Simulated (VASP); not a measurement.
Set up this calculation in VASP 6.6.1, as the native input.

- Task: single point
- Functional: PBEsol
- Potentials or basis: VASP PAW PBE potentials, release 64 (Zr_sv)
- Cutoff: 500 eV
- k mesh: 10 × 10 × 10
- Occupations: fermi-dirac, width 0.05 eV
- Spin: no spin polarisation
- Dipole correction: no
- Further INCAR settings: ALGO = Normal; EDIFF = 1e-06; NBANDS = 12

The structure of Zr lies in POSCAR:

```
Zr
1.0
   -1.8100000000      1.8100000000      1.8100000000
    1.8100000000     -1.8100000000      1.8100000000
    1.8100000000      1.8100000000     -1.8100000000
Zr
1
Direct
    0.0000000000      0.0000000000      0.0000000000
```

These files were run (other wordings do the same):

INCAR

```
SYSTEM = Zr
PREC     = Accurate       ! precision mode
ENCUT    = 500            ! plane-wave cutoff, eV
EDIFF    = 1E-6           ! SCF threshold, eV
ISMEAR   = -1             ! smearing method
SIGMA    = 0.05           ! smearing width, eV
LREAL    = .False.        ! projectors in reciprocal space
LASPH    = .True.         ! aspherical terms in the spheres
NELM     = 120            ! most SCF steps
ALGO     = Normal         ! electronic algorithm
ISIF     = 2              ! what is computed and relaxed
LWAVE    = .False.        ! write WAVECAR
LCHARG   = .True.         ! write CHGCAR
GGA      = PS             ! functional
LELF     = .True.         ! ELF
LVHAR    = .True.       
NBANDS   = 12             ! bands
GGA_COMPAT= .False.
```

KPOINTS

```
Automatic mesh
0
Gamma
  10 10 10
  0 0 0
```

Potentials or basis: VASP PAW PBE potentials, release 64 (Zr_sv).

The run is started by

```bash
$ cat potpaw_PBE.64/Zr_sv/POTCAR > POTCAR
$ mpirun -np 1 vasp_std > vasp.out
```

Results of the run:

* Pressure: -7.0 GPa
* Band gap on the k mesh: zero (band 6 reaches 9.49 eV, above the bottom of band 7 at 7.70 eV)

Caveat: the PAW data sets were made with another functional, which shifts forces and pressure a little.

Run time: 7.4 s on 1 thread of Intel Xeon 6975P-C (shared host), peak memory 0.14 GiB.
